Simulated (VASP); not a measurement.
# BN (Imm2) in VASP: further runs

Runs on BN. Level: PBE+D3(BJ). Tasks: single point.

Everything below comes from runs of VASP 6.6.1. Logs are shortened: lines on timing, memory, paths and dates and some standing lists are left out, and cuts for length are marked.

## 1. The cell of the first run

Symmetry: Imm2, No. 44, orthorhombic system. Conventional cell: a = 5.015 Å, b = 6.679 Å, c = 4.338 Å, α = 90.00°, β = 90.00°, γ = 90.00°. B (site symmetry mm2) has 3 N at 1.41 to 1.51 Å within 1.9 Å. B (site symmetry mm2) has 3 N at 1.45 Å within 1.9 Å. B (site symmetry m) has 3 N at 1.45 Å within 1.9 Å. N (site symmetry mm2) has 3 B at 1.45 to 1.51 Å within 1.9 Å. N (site symmetry mm2) has 3 B at 1.45 Å within 1.9 Å. Within 1.9 Å of N (site symmetry m) lie 3 B at 1.41 to 1.45 Å.

## 2. Single point, PBE+D3(BJ) (atom 1 (B) moved -0.067 Å towards its neighbour atom 5 (N) at 1.447 Å)

File INCAR:

```
SYSTEM = BN
PREC = Accurate
ENCUT = 520
EDIFF = 1E-6
ISMEAR = 0
SIGMA = 0.05
LREAL = .False.
LASPH = .True.
NELM = 100
ALGO = Normal
ISIF = 2
LWAVE = .False.
LCHARG = .True.
GGA = PE
IVDW = 12
LELF = .True.
LVHAR = .True.
NBANDS = 26
```

File KPOINTS:

```
regular mesh
0
Gamma
  6 6 6
  0 0 0
```

File POSCAR:

```
BN
1.0
    0.0000000000      0.0000000000      4.3376638211
    2.5076849351      3.3394821895      2.1688319106
   -2.5076849351      3.3394821895      2.1688319106
B N
4 4
Direct
    0.5154838145      0.7500000000      0.2500000000
    0.5001068737      0.2500000000      0.7500000000
    0.0001068737      0.5000000000      0.5000000000
    0.0001068737      1.0000000000      0.0000000000
    0.1665931163      0.7500000000      0.2500000000
    0.1665931163      0.2500000000      0.7500000000
    0.6665931163      0.5000000000      0.5000000000
    0.6665931163      0.0000000000      0.0000000000
```

Potentials or basis: VASP PAW PBE potentials, release 64 (B, N).

On the command line:

```bash
$ cat potpaw_PBE.64/B/POTCAR potpaw_PBE.64/N/POTCAR > POTCAR
$ mpirun -np 1 vasp_std > vasp.out
```

OUTCAR:

```text
SYSTEM = BN
   PREC = Accurate
   ENCUT = 520
   EDIFF = 1E-6
   ISMEAR = 0
   LREAL = .False.
   LASPH = .True.
   NELM = 100
   ISIF = 2
   GGA = PE
   IVDW = 12
 IVDW          = 12

 ion  position               nearest neighbor table
   1  0.515  0.750  0.250-   7 1.41   8 1.41   5 1.51
   2  0.500  0.250  0.750-   6 1.45   8 1.45   7 1.45
   3  0.000  0.500  0.500-   7 1.45   6 1.45   5 1.45
   4  0.000  0.000  0.000-   8 1.45   5 1.45   6 1.45
   5  0.167  0.750  0.250-   4 1.45   3 1.45   1 1.51
   6  0.167  0.250  0.750-   2 1.45   3 1.45   4 1.45
   7  0.667  0.500  0.500-   1 1.41   3 1.45   2 1.45
   8  0.667  0.000  0.000-   1 1.41   4 1.45   2 1.45

  LATTYP: Found a body centered orthorhombic cell.
 ALAT       =     4.3376638211
 B/A-ratio  =     1.1562375687
 C/A-ratio  =     1.5397607225

  Lattice vectors:

 A1 = (  -2.5076849351,  -3.3394821895,  -2.1688319106)
 A2 = (   2.5076849351,  -3.3394821895,   2.1688319105)
 A3 = (  -2.5076849351,   3.3394821895,   2.1688319106)

Analysis of symmetry for initial positions (statically):
=====================================================================
 Subroutine PRICEL returns:
 Original cell was already a primitive cell.

 Routine SETGRP: Setting up the symmetry group for a
 body centered orthorhombic supercell.

 Subroutine GETGRP returns: Found  4 space group operations
 (whereof  2 operations were pure point group operations)
 out of a pool of  8 trial point group operations.

The static configuration has the point symmetry C_1h.
 The point group associated with its full space group is C_2v.

Analysis of symmetry for dynamics (positions and initial velocities):
=====================================================================
 Subroutine PRICEL returns:
 Original cell was already a primitive cell.

 Routine SETGRP: Setting up the symmetry group for a
 body centered orthorhombic supercell.

 Subroutine GETGRP returns: Found  4 space group operations
 (whereof  2 operations were pure point group operations)
 out of a pool of  8 trial point group operations.

The dynamic configuration has the point symmetry C_1h.
 The point group associated with its full space group is C_2v.

 Subroutine INISYM returns: Found  4 space group operations
 (whereof  2 operations are pure point group operations),
 and found     1 'primitive' translations

----------------------------------------------------------------------------------------

                                     Primitive cell

  volume of cell :      72.6504

  direct lattice vectors                    reciprocal lattice vectors
     0.000000000  0.000000000  4.337663821     0.000000000 -0.149723811  0.230538843
     2.507684935  3.339482189  2.168831911     0.199387089  0.149723811  0.000000000
    -2.507684935  3.339482189  2.168831911    -0.199387089  0.149723811  0.000000000

  length of vectors
     4.337663821  4.705789720  4.705789720     0.274891575  0.249344001  0.249344001

  position of ions in fractional coordinates (direct lattice)
     0.515483815  0.750000000  0.250000000
     0.500106874  0.250000000  0.750000000
     0.000106874  0.500000000  0.500000000
     0.000106874  0.000000000  0.000000000
     0.166593116  0.750000000  0.250000000
     0.166593116  0.250000000  0.750000000
     0.666593116  0.500000000  0.500000000
     0.666593116  0.000000000  0.000000000

  ion indices of the primitive-cell ions
   primitive index   ion index
                 1           1
                 2           2
                 3           3
                 4           4
                 5           5
                 6           6
                 7           7
                 8           8

----------------------------------------------------------------------------------------

 KPOINTS: regular mesh

Automatic generation of k-mesh.
 Grid dimensions read from file:
 generate k-points for:    6    6    6

 Generating k-lattice:

  Cartesian coordinates                     Fractional coordinates (reciprocal lattice)
     0.000000000 -0.024953968  0.038423141     0.166666667  0.000000000  0.000000000
     0.033231182  0.024953968  0.000000000     0.000000000  0.166666667 -0.000000000
    -0.033231182  0.024953968  0.000000000     0.000000000 -0.000000000  0.166666667

  Length of vectors
     0.045815262  0.041557334  0.041557334

  Shift w.r.t. Gamma in fractional coordinates (k-lattice)
     0.000000000  0.000000000  0.000000000

 Subroutine IBZKPT returns following result:
 ===========================================

 Found     46 irreducible k-points:

 Following reciprocal coordinates:
            Coordinates               Weight
  0.000000  0.000000  0.000000      1.000000
  0.166667  0.000000  0.000000      4.000000
  0.333333  0.000000  0.000000      4.000000
  0.500000  0.000000  0.000000      2.000000
  0.000000  0.166667  0.000000      4.000000
  0.166667  0.166667 -0.000000      4.000000
[... 16 lines left out ...]
  0.500000  0.166667  0.166667      4.000000
 -0.333333  0.166667  0.166667      4.000000
 [... further k-points ...]
   k-points           NKPTS =     46   k-points in BZ     NKDIM =     46   number of bands    NBANDS=     26
   number of dos      NEDOS =    301   number of ions     NIONS =      8
   total plane-waves  NPLWV =  41472
   dimension x,y,z NGX =    32 NGY =   36 NGZ =   36
   dimension x,y,z NGXF=    64 NGYF=   72 NGZF=   72
   ions per type =               4   4
   NGX,Y,Z   is equivalent  to a cutoff of  12.26, 12.72, 12.72 a.u.
   NGXF,Y,Z  is equivalent  to a cutoff of  24.53, 25.44, 25.44 a.u.
 SYSTEM =  BN
   PREC   = accura    normal or accurate (medium, high low for compatibility)
   ISTART =      0    job   : 0-new  1-cont  2-samecut
   ICHARG =      2    charge: 1-file 2-atom 10-const
   ISPIN  =      1    spin polarized calculation?
   LNONCOLLINEAR =      F non collinear calculations
   LSORBIT =      F    spin-orbit coupling
   LASPH  =      T    aspherical Exc in radial PAW
   ENCUT  =  520.0 eV  38.22 Ry    6.18 a.u.   8.07  8.75  8.75*2*pi/ulx,y,z
   NELM   =    100;   NELMIN=  2; NELMDL= -5     # of ELM steps
   EDIFF  = 0.1E-05   stopping-criterion for ELM
   LREAL  =      F    real-space projection
   EDIFFG = 0.1E-04   stopping-criterion for IOM
   NSW    =      0    number of steps for IOM
   IBRION =     -1    ionic relax: 0-MD 1-quasi-New 2-CG
   NFREE  =      0    steps in history (QN), initial steepest desc. (CG)
   ISIF   =      2    stress and relaxation
   ISYM   =      2    0-nonsym 1-usesym 2-fastsym
   POTIM  = 0.5000    time-step for ionic-motion
   TEBEG  =    0.0;   TEEND  =   0.0 temperature during run
   PSTRESS=    0.0 pullay stress
   NELECT =      32.0000    total number of electrons
   NUPDOWN=      -1.0000    fix difference up-down
   EMIN   =  10.00;   EMAX   =-10.00  energy-range for DOS
   EFERMI =   0.00;   METHOD = LEGACY
   ISMEAR =     0;   SIGMA  =   0.05  broadening in eV -4-tet -1-fermi 0-gaus
   EFERMI_NEDOS =   21; number of points for ismear=-14 and -15
   IALGO  =     38    algorithm
   IMIX   =      4    mixing-type and parameters
     AMIX     =   0.40;   BMIX     =  1.00
     AMIX_MAG =   1.60;   BMIX_MAG =  1.00
  volume/ion in A,a.u.               =       9.08        61.28
  Fermi-wavevector in a.u.,A,eV,Ry     =   1.245601  2.353844 21.109725  1.551521
  Thomas-Fermi vector in A             =   2.379816
   LORBIT       =      0    0 simple, 1 ext, 2 COOP (PROOUT), +10 PAW based schemes
   GGA     = PE    functional components
   LHFCALC =     F    Hartree Fock is set to
   AEXX    =    0.0000 exact exchange contribution
   IVDW    =    12    specifies the selected vdW correction
   LEPSILON=     F    determine dielectric tensor
   LRPA    =     F    only Hartree local field effects (RPA)
 non-spin polarized calculation
 Gauss-broadening in eV      SIGMA  =   0.05
  energy-cutoff  :      520.00
  volume of cell :       72.65
 maximum number of plane-waves:      1981
   NGX = 17   NGY = 17   NGZ = 17

 number of electron      31.9999997 magnetization

 Free energy of the ion-electron system (eV)
  ---------------------------------------------------
  ext. energy  EPLUGINS =         0.00000000
  ---------------------------------------------------
  free energy    TOTEN  =       -70.20081281 eV

  energy without entropy =      -70.20081281  energy(sigma->0) =      -70.20081281

 E-fermi :   2.5630     XC(G=0): -10.0333

 val. band max:        2.3558092697   @ k =   0.0000  -0.3333   0.1667
 cond. band min:       6.1139127811   @ k =   0.0000   0.0000   0.0000
 fundamental gap:      3.7581035115
 Fermi energy:         2.5630461477

 k-point     1 :       0.0000    0.0000    0.0000
  band No.  band energies     occupation
      1     -15.5777      2.00000
      2     -12.5972      2.00000
      3     -12.3884      2.00000
      4     -12.1066      2.00000
      5      -6.4831      2.00000
      6      -5.5417      2.00000
[... 18 lines left out ...]
     25      15.4453      0.00000
     26      15.4611      0.00000

 k-point     2 :       0.1667    0.0000    0.0000
  band No.  band energies     occupation
      1     -15.4251      2.00000
      2     -12.6480      2.00000
      3     -12.5847      2.00000
      4     -12.1993      2.00000
      5      -5.9973      2.00000
      6      -5.8987      2.00000
[... 18 lines left out ...]
     25      14.7595      0.00000
     26      14.9240      0.00000

 k-point     3 :       0.3333    0.0000    0.0000
  band No.  band energies     occupation
      1     -14.9844      2.00000
      2     -13.4179      2.00000
      3     -12.5589      2.00000
      4     -12.1935      2.00000
      5      -6.5650      2.00000
      6      -6.3353      2.00000
[... 18 lines left out ...]
     25      14.1640      0.00000
     26      15.6418      0.00000

 k-point     4 :       0.5000    0.0000    0.0000
  band No.  band energies     occupation
      1     -14.4257      2.00000
      2     -14.1269      2.00000
      3     -12.5455      2.00000
      4     -12.1782      2.00000
      5      -6.7927      2.00000
      6      -6.5587      2.00000
[... 18 lines left out ...]
     25      14.1778      0.00000
     26      14.3743      0.00000

 k-point     5 :       0.0000    0.1667    0.0000
  band No.  band energies     occupation
      1     -15.4594      2.00000
      2     -13.1571      2.00000
      3     -12.2191      2.00000
      4     -11.8756      2.00000
      5      -6.4242      2.00000
      6      -5.7779      2.00000
[... 18 lines left out ...]
     25      15.0741      0.00000
     26      15.1773      0.00000

 k-point     6 :       0.1667    0.1667   -0.0000
  band No.  band energies     occupation
      1     -15.3425      2.00000
      2     -13.0727      2.00000
      3     -12.5347      2.00000
      4     -11.9720      2.00000
      5      -6.1677      2.00000
      6      -5.8360      2.00000
[... 427 lines left out ...]
 k-point    21 :       0.0000    0.1667    0.1667
  band No.  band energies     occupation
      1     -15.5111      2.00000
      2     -12.6259      2.00000
      3     -12.4232      2.00000
      4     -12.1422      2.00000
      5      -6.5522      2.00000
      6      -5.5389      2.00000
[... 18 lines left out ...]
     25      14.6795      0.00000
     26      15.2046      0.00000

 k-point    22 :       0.3333    0.1667    0.1667
  band No.  band energies     occupation
      1     -15.0462      2.00000
      2     -13.3648      2.00000
      3     -12.5441      2.00000
      4     -12.1768      2.00000
      5      -6.5690      2.00000
      6      -6.3379      2.00000
[... 18 lines left out ...]
     25      13.7989      0.00000
     26      16.2412      0.00000

 k-point    23 :       0.5000    0.1667    0.1667
  band No.  band energies     occupation
      1     -14.4563      2.00000
      2     -14.0917      2.00000
      3     -12.5459      2.00000
      4     -12.1788      2.00000
      5      -6.7879      2.00000
      6      -6.5538      2.00000
[... 18 lines left out ...]
     25      13.5655      0.00000
     26      15.4512      0.00000

 k-point    24 :      -0.3333    0.1667    0.1667
  band No.  band energies     occupation
      1     -14.8558      2.00000
      2     -13.5203      2.00000
      3     -12.5888      2.00000
      4     -12.2273      2.00000
      5      -6.5478      2.00000
      6      -6.3209      2.00000
[... 18 lines left out ...]
     25      13.9876      0.00000
     26      15.0235      0.00000

 [... further k-points ...]

------------------------ aborting loop because EDIFF is reached ----------------------------------------

 Edisp (eV)   -1.11979

 E8    (eV) :    -0.3279

  FORCE on cell =-STRESS in cart. coord.  units (eV):
  Direction    XX          YY          ZZ          XY          YZ          ZX
  --------------------------------------------------------------------------------------
  -------------------------------------------------------------------------------------
  Total       1.11374    -0.08879    -0.39511     0.00000    -0.00000    -0.00000
  in kB      24.56162    -1.95811    -8.71353     0.00000    -0.00000    -0.00000
  external pressure =        4.63 kB  Pullay stress =        0.00 kB

 VOLUME and BASIS-vectors are now :
 -----------------------------------------------------------------------------
  energy-cutoff  :      520.00
  volume of cell :       72.65
      direct lattice vectors                 reciprocal lattice vectors
     0.000000000  0.000000000  4.337663821     0.000000000 -0.149723811  0.230538843
     2.507684935  3.339482189  2.168831911     0.199387089  0.149723811  0.000000000
    -2.507684935  3.339482189  2.168831911    -0.199387089  0.149723811  0.000000000

 POSITION                                       TOTAL-FORCE (eV/Angst)
 -----------------------------------------------------------------------------------
      1.25384      3.33948      4.40483         0.000000      0.000000     -2.963219
     -1.25384      3.33948      4.33813         0.000000     -0.000000     -0.266247
      0.00000      3.33948      2.16930         0.103210      0.000000      0.385454
      0.00000      0.00000      0.00046        -0.103210      0.000000      0.385454
      1.25384      3.33948      2.89146         0.000000      0.000000      1.028325
     -1.25384      3.33948      2.89146         0.000000      0.000000      0.100694
      0.00000      3.33948      5.06029        -0.542877      0.000000      0.664770
      0.00000      0.00000      2.89146         0.542877      0.000000      0.664770
 -----------------------------------------------------------------------------------
    total drift:                               -0.000000     -0.000013     -0.000035

  FREE ENERGIE OF THE ION-ELECTRON SYSTEM (eV)
  ---------------------------------------------------
  free  energy   TOTEN  =       -71.3206040935 eV

  energy  without entropy=      -71.3206040935  energy(sigma->0) =      -71.32060409
```

Wall time 36 s (1 thread of Intel Xeon 6975P-C (Granite Rapids), shared host); peak memory 0.23 GiB.

Results:

* Free energy: -71.3206 eV
* Pressure: 0.5 GPa
* Largest force: 2.963 eV/Å
* Band gap on the k mesh: 3.76 eV
* Dispersion energy per atom: -0.140 eV

Forces in eV/Å, atoms in the order of the input:
```
B    0.000  0.000 -2.963
B    0.000  0.000 -0.266
B    0.103  0.000  0.385
B   -0.103  0.000  0.385
N    0.000  0.000  1.028
N    0.000  0.000  0.101
N   -0.543  0.000  0.665
N    0.543  0.000  0.665
```

Caveat: the cell differs from its parent crystal (atom 1 (B) moved -0.067 Å towards its neighbour atom 5 (N) at 1.447 Å); forces of over 1 eV/Å act on the atoms, so gaps and moduli don't describe the material at rest.

(Part 1 of 2 ends here.)
